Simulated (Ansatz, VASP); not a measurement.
## Mg2GaC6N6 in VASP and in Ansatz

```
Mg Ga C N
1.0
     0.00000    5.14100    5.14100
     5.14100    0.00000    5.14100
     5.14100    5.14100    0.00000
Mg Ga C N
2 1 6 6
Direct
  0.50000 0.50000 0.50000
  0.75000 0.75000 0.75000
  0.00000 0.00000 0.00000
  0.81560 0.18440 0.18440
  0.18440 0.18440 0.81560
  0.81560 0.18440 0.81560
  0.18440 0.81560 0.81560
  0.81560 0.81560 0.18440
  0.18440 0.81560 0.18440
  0.70181 0.29819 0.29819
  0.29819 0.29819 0.70181
  0.70181 0.29819 0.70181
  0.29819 0.70181 0.70181
  0.70181 0.70181 0.29819
  0.29819 0.70181 0.29819
```

Alike in both runs: task single point; functional PBE; k mesh 4 × 4 × 4; occupations gaussian, width 0.1 eV; no spin polarisation.

|  | VASP | Ansatz |
| --- | --- | --- |
| version | VASP 6.6.1 | Ansatz 0.2.0 |
| potentials or method | VASP PAW PBE potentials, release 64 (Mg, Ga_d, C, N), cutoff 520 eV | scalar-relativistic, plane waves, PAW |
| valence electrons in the cell | 71 | 87 |

Ansatz gave:

* gap on the k mesh at the Fermi level (eV): none
* pressure (GPa): 10.6
* rms of the force components (eV/Å): 1.611

Estimate VASP's values.

gap on the k mesh at the Fermi level (eV): none; pressure (GPa): 10.8; rms of the force components (eV/Å): 1.430.

Atom by atom the forces differ by 0.217 eV/Å (rms over components). A gap of «none» marks a metal or a gap that the smearing closes. VASP's potentials hold 71 valence electrons a cell and Ansatz's 87, so a difference there can come from the potentials and not from the codes.

Noted on VASP's run: the standard files for N, O and F lose accuracy on very short bonds.
